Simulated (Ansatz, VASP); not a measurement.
## Ta2N: VASP beside Ansatz

The input INCAR:

```
PREC = Accurate
ENCUT = 520
EDIFF = 1E-6
ISMEAR = 0
SIGMA = 0.15
LREAL = False
LASPH = True
NELM = 60
ALGO = Normal
ISIF = 2
LWAVE = False
LCHARG = False
NBANDS = 50
```

KPOINTS

```
Automatic mesh
0
Gamma
  9 9 8
```

POSCAR

```
Ta2N
1.0
    5.2641495424      0.0000000000      0.0000000000
   -2.6320747712      4.5588872330      0.0000000000
    0.0000000000      0.0000000000      4.8182760762
Ta N
6 3
Direct
    0.7147405334      0.7147405334      0.7526041962
    0.0000000000      0.2852594666      0.7526041962
    0.2852594666      0.0000000000      0.7526041962
    0.2852594666      0.2852594666      0.2473958038
    0.0000000000      0.7147405334      0.2473958038
    0.7147405334      0.0000000000      0.2473958038
    0.6666666667      0.3333333333      0.5000000000
    0.3333333333      0.6666666667      0.5000000000
    0.0000000000      0.0000000000      0.0000000000
```

Input for Ansatz:

```yaml
crystal:
  lattice:
    - [5.2641495424, 0.0, 0.0]
    - [-2.6320747712, 4.558887233, 0.0]
    - [0.0, 0.0, 4.8182760762]
  atoms:
    - { symbol: Ta, position: [0.7147405334, 0.7147405334, 0.7526041962] }
    - { symbol: Ta, position: [0.0, 0.2852594666, 0.7526041962] }
    - { symbol: Ta, position: [0.2852594666, 0.0, 0.7526041962] }
    - { symbol: Ta, position: [0.2852594666, 0.2852594666, 0.2473958038] }
    - { symbol: Ta, position: [0.0, 0.7147405334, 0.2473958038] }
    - { symbol: Ta, position: [0.7147405334, 0.0, 0.2473958038] }
    - { symbol: "N", position: [0.6666666667, 0.3333333333, 0.5] }
    - { symbol: "N", position: [0.3333333333, 0.6666666667, 0.5] }
    - { symbol: "N", position: [0.0, 0.0, 0.0] }
basis:
  ecutwfc: 520.0
kpoints:
  mp_grid: { grid: [9, 9, 8] }
hamiltonian:
  xc: lda
  pseudopotentials: { kind: paw, azcp: { folder: soft_1 } }
scf:
  occupations: { method: gaussian, width: 0.15 }
output:
  forces: true
  stress: true
  eigenvalues: true
```

Alike in both runs: task single point; functional LDA; k mesh 9 × 9 × 8; occupations gaussian, width 0.15 eV; no spin polarisation.

|  | VASP | Ansatz |
| --- | --- | --- |
| version | VASP 6.6.1 | Ansatz 0.2.0 |
| potentials or method | VASP PAW LDA potentials, release 64 (Ta_pv, N), cutoff 520 eV | scalar-relativistic, plane waves, PAW |
| valence electrons in the cell | 81 | 93 |

Ansatz gave:

```
gap on the k mesh at the Fermi level (eV) : none
rms of the force components (eV/Å)        : 4.654
```

Q: Which values does VASP return?

A: gap on the k mesh at the Fermi level (eV): none; rms of the force components (eV/Å): 4.706.

Ansatz warns that its potentials were made for another functional, while VASP's fit it. LDA's correlation is that of Perdew and Zunger in VASP and of Perdew and Wang (1992) in Ansatz. Atom by atom the forces differ by 0.052 eV/Å (rms over components). A gap of «none» marks a metal or a gap that the smearing closes. VASP's potentials hold 81 valence electrons a cell and Ansatz's 93, so a difference there can come from the potentials and not from the codes.

Neither program's run includes spin-orbit coupling.
